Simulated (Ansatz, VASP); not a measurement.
## MgO: VASP beside Ansatz

The input INCAR:

```
SYSTEM = MgO
  ALGO = Normal
  EDIFF = 1E-6
  ENCUT = 520
  GGA = PE
  ISIF = 2
  ISMEAR = 0
  LASPH = .True.
  LCHARG = .False.
  LREAL = .False.
  LWAVE = .False.
  NBANDS = 11
  NELM = 60
  PREC = Accurate
  SIGMA = 0.05
```

KPOINTS

```
k-points
0
Gamma
  14 14 14
  0 0 0
```

Contents of POSCAR:

```
MgO
1.0
    2.5103482250      0.0000000000      0.0000000000
    0.0000000000      2.5103482250      0.0000000000
    0.0000000000      0.0000000000      2.5103482250
Mg O
1 1
Direct
    0.0000000000      0.0000000000      0.0000000000
    0.5000000000      0.5000000000      0.5000000000
```

Input for Ansatz:

```yaml
crystal:
  lattice:
    - [2.510348225, 0.0, 0.0]
    - [0.0, 2.510348225, 0.0]
    - [0.0, 0.0, 2.510348225]
  atoms:
    - { symbol: Mg, position: [0.0, 0.0, 0.0] }
    - { symbol: O, position: [0.5, 0.5, 0.5] }
basis:
  ecutwfc: 420
  ecutrho_ratio: 4
kpoints:
  mp_grid: { grid: [14, 14, 14] }
hamiltonian:
  xc: pbe
scf:
  occupations: { method: gaussian, width: 0.05 }
output:
  forces: true
  stress: true
  eigenvalues: true
```

Alike in both runs: task single point; functional PBE; k mesh 14 × 14 × 14; occupations gaussian, width 0.05 eV; no spin polarisation.

```csv
,VASP,Ansatz
version,VASP 6.6.1,Ansatz 0.2.0
potentials or method,"VASP PAW PBE potentials, release 64 (Mg, O), cutoff 520 eV","scalar-relativistic, plane waves, PAW"
valence electrons in the cell,8,16
```

Ansatz gave:

```
gap on the k mesh at the Fermi level (eV) : 3.99
least direct gap on the mesh (eV)         : 5.16
```

Question: What did VASP give for the same quantities?

Answer: gap on the k mesh at the Fermi level (eV): 3.98; least direct gap on the mesh (eV): 5.16.

VASP's potentials hold 8 valence electrons a cell and Ansatz's 16, so a difference there can come from the potentials and not from the codes.
